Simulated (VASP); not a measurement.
# NbRu3C (Pm-3m) in VASP: a series of runs

NbRu3C is run at these levels: PBEsol, PBE; tasks: single point.

Program: VASP 6.6.1. These are calculated values, not measurements. Logs are shortened: lines on timing, memory, paths and dates and some standing lists are left out, and cuts for length are marked.

### 1 The cell of the first run

It takes space group Pm-3m (No. 221, cubic). The conventional cell has a = 4.065 Å, b = 4.065 Å, c = 4.065 Å, α = 90.00°, β = 90.00°, γ = 90.00°. Ru (site symmetry 4/mmm) has 2 C at 2.03 Å within 2.7 Å. Within 3.8 Å of Nb (site symmetry m-3m) lie 12 Ru at 2.87 Å and 8 C at 3.52 Å. C (site symmetry m-3m) has 6 Ru at 2.03 Å within 2.7 Å.

### 2 Single point, PBEsol

INCAR reads:

```
  ALGO = Normal
  EDIFF = 1E-7
  ENCUT = 520
  GGA = PS
  ISIF = 2
  ISMEAR = -1
  LASPH = T
  LCHARG = F
  LREAL = F
  LWAVE = F
  NBANDS = 38
  NELM = 80
  PREC = Accurate
  SIGMA = 0.05
```

KPOINTS reads:

```
k-points
0
Gamma
  7 7 7
```

POSCAR reads:

```
NbRu3C
1.0
    4.0651380000      0.0000000000      0.0000000000
    0.0000000000      4.0651380000      0.0000000000
    0.0000000000      0.0000000000      4.0651380000
Ru Nb C
3 1 1
Direct
    0.5000000000      0.5000000000      0.0000000000
    0.5000000000      0.0000000000      0.5000000000
    0.0000000000      0.5000000000      0.5000000000
    0.0000000000      0.0000000000      0.0000000000
    0.5000000000      0.5000000000      0.5000000000
```

Potentials or basis: VASP PAW PBE potentials, release 64 (Ru_pv, Nb_sv, C).

Run with:

```
> cat potpaw_PBE.64/Ru_pv/POTCAR potpaw_PBE.64/Nb_sv/POTCAR potpaw_PBE.64/C/POTCAR > POTCAR
> mpirun -np 1 vasp_std > vasp.out
```

OUTCAR:

```text
EDIFF = 1E-7
   ENCUT = 520
   GGA = PS
   ISIF = 2
   ISMEAR = -1
   LASPH = T
   LREAL = F
   NELM = 80
   PREC = Accurate

 ion  position               nearest neighbor table
   1  0.500  0.500  0.000-   5 2.03   5 2.03   4 2.87   2 2.87   2 2.87   3 2.87   3 2.87   2 2.87
                             4 2.87   2 2.87   3 2.87   4 2.87   3 2.87   4 2.87
   2  0.500  0.000  0.500-   5 2.03   5 2.03   4 2.87   1 2.87   1 2.87   4 2.87   1 2.87   3 2.87
                             3 2.87   1 2.87   3 2.87   4 2.87   4 2.87   3 2.87
   3  0.000  0.500  0.500-   5 2.03   5 2.03   4 2.87   1 2.87   1 2.87   4 2.87   2 2.87   4 2.87
                             4 2.87   1 2.87   2 2.87   2 2.87   1 2.87   2 2.87
   4  0.000  0.000  0.000-   1 2.87   2 2.87   3 2.87   2 2.87   3 2.87   1 2.87   3 2.87   3 2.87
                             1 2.87   2 2.87   2 2.87   1 2.87
   5  0.500  0.500  0.500-   1 2.03   2 2.03   3 2.03   1 2.03   2 2.03   3 2.03

  LATTYP: Found a simple cubic cell.
 ALAT       =     4.0651380000

  Lattice vectors:

 A1 = (   4.0651380000,   0.0000000000,   0.0000000000)
 A2 = (   0.0000000000,   4.0651380000,   0.0000000000)
 A3 = (   0.0000000000,   0.0000000000,   4.0651380000)

Analysis of symmetry for initial positions (statically):
=====================================================================
 Subroutine PRICEL returns:
 Original cell was already a primitive cell.

 Routine SETGRP: Setting up the symmetry group for a
 simple cubic supercell.

 Subroutine GETGRP returns: Found 48 space group operations
 (whereof 48 operations were pure point group operations)
 out of a pool of 48 trial point group operations.

The static configuration has the point symmetry O_h .

Analysis of symmetry for dynamics (positions and initial velocities):
=====================================================================
 Subroutine PRICEL returns:
 Original cell was already a primitive cell.

 Routine SETGRP: Setting up the symmetry group for a
 simple cubic supercell.

 Subroutine GETGRP returns: Found 48 space group operations
 (whereof 48 operations were pure point group operations)
 out of a pool of 48 trial point group operations.

The dynamic configuration has the point symmetry O_h .

 Subroutine INISYM returns: Found 48 space group operations
 (whereof 48 operations are pure point group operations),
 and found     1 'primitive' translations

----------------------------------------------------------------------------------------

                                     Primitive cell

  volume of cell :      67.1778

  direct lattice vectors                    reciprocal lattice vectors
     4.065138000  0.000000000  0.000000000     0.245994109  0.000000000  0.000000000
     0.000000000  4.065138000  0.000000000     0.000000000  0.245994109  0.000000000
     0.000000000  0.000000000  4.065138000     0.000000000  0.000000000  0.245994109

  length of vectors
     4.065138000  4.065138000  4.065138000     0.245994109  0.245994109  0.245994109

  position of ions in fractional coordinates (direct lattice)
     0.500000000  0.500000000  0.000000000
     0.500000000  0.000000000  0.500000000
     0.000000000  0.500000000  0.500000000
     0.000000000  0.000000000  0.000000000
     0.500000000  0.500000000  0.500000000

  ion indices of the primitive-cell ions
   primitive index   ion index
                 1           1
                 2           2
                 3           3
                 4           4
                 5           5

----------------------------------------------------------------------------------------

 KPOINTS: k-points

Automatic generation of k-mesh.
 Grid dimensions read from file:
 generate k-points for:    7    7    7

 Generating k-lattice:

  Cartesian coordinates                     Fractional coordinates (reciprocal lattice)
     0.035142016  0.000000000  0.000000000     0.142857143  0.000000000  0.000000000
     0.000000000  0.035142016  0.000000000     0.000000000  0.142857143  0.000000000
     0.000000000  0.000000000  0.035142016     0.000000000  0.000000000  0.142857143

  Length of vectors
     0.035142016  0.035142016  0.035142016

  Shift w.r.t. Gamma in fractional coordinates (k-lattice)
     0.000000000  0.000000000  0.000000000

 Subroutine IBZKPT returns following result:
 ===========================================

 Found     20 irreducible k-points:

 Following reciprocal coordinates:
            Coordinates               Weight
  0.000000  0.000000  0.000000      1.000000
  0.142857  0.000000  0.000000      6.000000
  0.285714  0.000000  0.000000      6.000000
  0.428571  0.000000  0.000000      6.000000
  0.142857  0.142857  0.000000     12.000000
  0.285714  0.142857  0.000000     24.000000
[... 12 lines left out ...]
  0.428571  0.428571  0.285714     24.000000
  0.428571  0.428571  0.428571      8.000000
   k-points           NKPTS =     20   k-points in BZ     NKDIM =     20   number of bands    NBANDS=     38
   number of dos      NEDOS =    301   number of ions     NIONS =      5
   total plane-waves  NPLWV =  27000
   dimension x,y,z NGX =    30 NGY =   30 NGZ =   30
   dimension x,y,z NGXF=    60 NGYF=   60 NGZF=   60
   ions per type =               3   1   1
   NGX,Y,Z   is equivalent  to a cutoff of  12.27, 12.27, 12.27 a.u.
   NGXF,Y,Z  is equivalent  to a cutoff of  24.54, 24.54, 24.54 a.u.
 SYSTEM =  unknown system
   PREC   = accura    normal or accurate (medium, high low for compatibility)
   ISTART =      0    job   : 0-new  1-cont  2-samecut
   ICHARG =      2    charge: 1-file 2-atom 10-const
   ISPIN  =      1    spin polarized calculation?
   LNONCOLLINEAR =      F non collinear calculations
   LSORBIT =      F    spin-orbit coupling
   LASPH  =      T    aspherical Exc in radial PAW
   ENCUT  =  520.0 eV  38.22 Ry    6.18 a.u.   7.56  7.56  7.56*2*pi/ulx,y,z
   NELM   =     80;   NELMIN=  2; NELMDL= -5     # of ELM steps
   EDIFF  = 0.1E-06   stopping-criterion for ELM
   LREAL  =      F    real-space projection
   EDIFFG = 0.1E-05   stopping-criterion for IOM
   NSW    =      0    number of steps for IOM
   IBRION =     -1    ionic relax: 0-MD 1-quasi-New 2-CG
   NFREE  =      0    steps in history (QN), initial steepest desc. (CG)
   ISIF   =      2    stress and relaxation
   ISYM   =      2    0-nonsym 1-usesym 2-fastsym
   POTIM  = 0.5000    time-step for ionic-motion
   TEBEG  =    0.0;   TEEND  =   0.0 temperature during run
   PSTRESS=    0.0 pullay stress
   NELECT =      59.0000    total number of electrons
   NUPDOWN=      -1.0000    fix difference up-down
   EMIN   =  10.00;   EMAX   =-10.00  energy-range for DOS
   EFERMI =   0.00;   METHOD = LEGACY
   ISMEAR =    -1;   SIGMA  =   0.05  broadening in eV -4-tet -1-fermi 0-gaus
   EFERMI_NEDOS =   21; number of points for ismear=-14 and -15
   IALGO  =     38    algorithm
   IMIX   =      4    mixing-type and parameters
     AMIX     =   0.40;   BMIX     =  1.00
     AMIX_MAG =   1.60;   BMIX_MAG =  1.00
  volume/ion in A,a.u.               =      13.44        90.67
  Fermi-wavevector in a.u.,A,eV,Ry     =   1.567774  2.962664 33.441981  2.457916
  Thomas-Fermi vector in A             =   2.669904
   LORBIT       =      0    0 simple, 1 ext, 2 COOP (PROOUT), +10 PAW based schemes
   GGA     = PS    functional components
   LHFCALC =     F    Hartree Fock is set to
   AEXX    =    0.0000 exact exchange contribution
   IVDW    =     0    specifies the selected vdW correction
   LEPSILON=     F    determine dielectric tensor
   LRPA    =     F    only Hartree local field effects (RPA)
 non-spin polarized calculation
  energy-cutoff  :      520.00
  volume of cell :       67.18
 maximum number of plane-waves:      1839
 NGX is ok and might be reduce to    30
   NGX = 15   NGY = 15   NGZ = 15

 number of electron      59.0000034 magnetization

 Free energy of the ion-electron system (eV)
  ---------------------------------------------------
  ext. energy  EPLUGINS =         0.00000000
  ---------------------------------------------------
  free energy    TOTEN  =       -51.32577612 eV

  energy without entropy =      -51.30292264  energy(sigma->0) =      -51.31434938

 E-fermi :  11.9837     XC(G=0): -13.4855

 val. band max:       11.9362664495   @ k =   0.4286   0.1429   0.1429
 cond. band min:      11.9862429769   @ k =   0.4286   0.1429   0.1429
 fundamental gap:      0.0499765274
 Fermi energy:        11.9837115873

 k-point     1 :       0.0000    0.0000    0.0000
  band No.  band energies     occupation
      1     -43.9643      2.00000
      2     -31.6814      2.00000
      3     -31.6814      2.00000
      4     -31.6814      2.00000
      5     -31.0158      2.00000
      6     -31.0158      2.00000
[... 30 lines left out ...]
     37      14.9202      0.00000
     38      17.1289      0.00000

 k-point     2 :       0.1429    0.0000    0.0000
  band No.  band energies     occupation
      1     -43.9644      2.00000
      2     -31.6758      2.00000
      3     -31.6758      2.00000
      4     -31.6716      2.00000
      5     -31.0267      2.00000
      6     -31.0206      2.00000
[... 30 lines left out ...]
     37      14.9091      0.00000
     38      16.7715      0.00000

 k-point     3 :       0.2857    0.0000    0.0000
  band No.  band energies     occupation
      1     -43.9645      2.00000
      2     -31.6629      2.00000
      3     -31.6629      2.00000
      4     -31.6484      2.00000
      5     -31.0526      2.00000
      6     -31.0341      2.00000
[... 30 lines left out ...]
     37      14.8872      0.00000
[... 617 lines left out ...]
 k-point    19 :       0.4286    0.4286    0.2857
  band No.  band energies     occupation
      1     -43.9628      2.00000
      2     -31.9380      2.00000
      3     -31.4875      2.00000
      4     -31.4396      2.00000
      5     -31.2026      2.00000
      6     -31.1739      2.00000
[... 30 lines left out ...]
     37      15.5399      0.00000
     38      16.5623      0.00000

 k-point    20 :       0.4286    0.4286    0.4286
  band No.  band energies     occupation
      1     -43.9622      2.00000
      2     -31.9837      2.00000
      3     -31.4386      2.00000
      4     -31.4386      2.00000
      5     -31.2063      2.00000
      6     -31.2052      2.00000
[... 30 lines left out ...]
     37      14.5160      0.00000
     38      17.2457      0.00000

------------------------ aborting loop because EDIFF is reached ----------------------------------------

  FORCE on cell =-STRESS in cart. coord.  units (eV):
  Direction    XX          YY          ZZ          XY          YZ          ZX
  --------------------------------------------------------------------------------------
  -------------------------------------------------------------------------------------
  Total       -4.9886883     -4.9886883     -4.9886883      0.0000000      0.0000000     -0.0000000
  in kB     -118.9792074   -118.9792074   -118.9792074      0.0000000      0.0000000     -0.0000000
  external PRESSURE =    -118.9792074 kB  Pullay stress =       0.0000000 kB

 VOLUME and BASIS-vectors are now :
 -----------------------------------------------------------------------------
  energy-cutoff  :      520.00
  volume of cell :       67.18
      direct lattice vectors                 reciprocal lattice vectors
     4.065138000  0.000000000  0.000000000     0.245994109  0.000000000  0.000000000
     0.000000000  4.065138000  0.000000000     0.000000000  0.245994109  0.000000000
     0.000000000  0.000000000  4.065138000     0.000000000  0.000000000  0.245994109

 POSITION                                       TOTAL-FORCE (eV/Angst)
 -----------------------------------------------------------------------------------
      2.03257      2.03257      0.00000         0.000000      0.000000      0.000000
      2.03257      0.00000      2.03257         0.000000      0.000000      0.000000
      0.00000      2.03257      2.03257         0.000000      0.000000      0.000000
      0.00000      0.00000      0.00000         0.000000      0.000000      0.000000
      2.03257      2.03257      2.03257         0.000000      0.000000      0.000000
 -----------------------------------------------------------------------------------
    total drift:                                0.000000      0.000000     -0.000000

  FREE ENERGIE OF THE ION-ELECTRON SYSTEM (eV)
  ---------------------------------------------------
  free  energy   TOTEN  =       -51.3257761227 eV

  energy  without entropy=      -51.3029226424  energy(sigma->0) =      -51.31434938
```

It took 64 s on 1 thread of AMD EPYC 7R43 (Zen 3), shared host; peak memory 0.15 GiB.

What came out:

| Property | Result |
| --- | --- |
| Free energy | -51.3258 eV |
| Pressure | -11.9 GPa |

Caveat: the PAW data sets were made with another functional, which shifts forces and pressure a little.

(Part 1 of 2 ends here.)
